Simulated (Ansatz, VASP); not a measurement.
# ZnS in VASP and in Ansatz

POSCAR

```
ZnS
1.0
    0.0000000000      2.6664667997      2.6664667997
    2.6664667997      0.0000000000      2.6664667997
    2.6664667997      2.6664667997      0.0000000000
Zn S
1 1
Direct
    0.0000000000      0.0000000000      0.0000000000
    0.7500000000      0.7500000000      0.7500000000
```

INCAR.step1

```
PREC = Accurate
ENCUT = 520
ISMEAR = 0
SIGMA = 0.05
LREAL = F
LASPH = T
NELM = 80
NBANDS = 16
GGA = PE
ALGO = Normal
EDIFF = 1E-4
LWAVE = T
LCHARG = F
```

The input INCAR.step2:

```
PREC = Accurate
ENCUT = 520
EDIFF = 1E-6
ISMEAR = 0
SIGMA = 0.05
LREAL = F
LASPH = T
NELM = 80
ALGO = Normal
ISIF = 2
LWAVE = F
LCHARG = F
METAGGA = R2SCAN
LMIXTAU = T
IVDW = 13
VDW_S6 = 1.0
VDW_S8 = 0.6018749
VDW_A1 = 0.51559235
VDW_A2 = 5.77342911
NBANDS = 16
ISTART = 1
```

The input KPOINTS:

```
Automatic mesh
0
Gamma
  8 8 8
```

Input for Ansatz:

```yaml
crystal:
  lattice:
    - [0.0, 2.6664667997, 2.6664667997]
    - [2.6664667997, 0.0, 2.6664667997]
    - [2.6664667997, 2.6664667997, 0.0]
  atoms:
    - { symbol: Zn, position: [0.0, 0.0, 0.0] }
    - { symbol: S, position: [0.75, 0.75, 0.75] }
basis:
  ecutwfc: 500
  ecutrho_ratio: 4
kpoints:
  mp_grid: { grid: [8, 8, 8] }
hamiltonian:
  xc: r2scan
  dispersion: d4
scf:
  occupations: { method: gaussian, width: 0.05 }
output:
  forces: true
  stress: true
  eigenvalues: true
```

Alike in both runs: task single point; functional r2SCAN; dispersion D4; k mesh 8 × 8 × 8; occupations gaussian, width 0.05 eV; no spin polarisation.

```csv
,VASP,Ansatz
version,VASP 6.6.1,Ansatz 0.2.0
potentials or method,"VASP PAW PBE potentials, release 64 (Zn, S), cutoff 520 eV","scalar-relativistic, plane waves, PAW"
valence electrons in the cell,18,18
```

Ansatz gave:

* gap on the k mesh at the Fermi level (eV): 2.85
* least direct gap on the mesh (eV): 2.85
* pressure (GPa): 1.7

Problem. Which values does VASP return?

Solution. gap on the k mesh at the Fermi level (eV): 2.86; least direct gap on the mesh (eV): 2.86; pressure (GPa): 1.7.

VASP's potentials were made for PBE, not for r2SCAN.
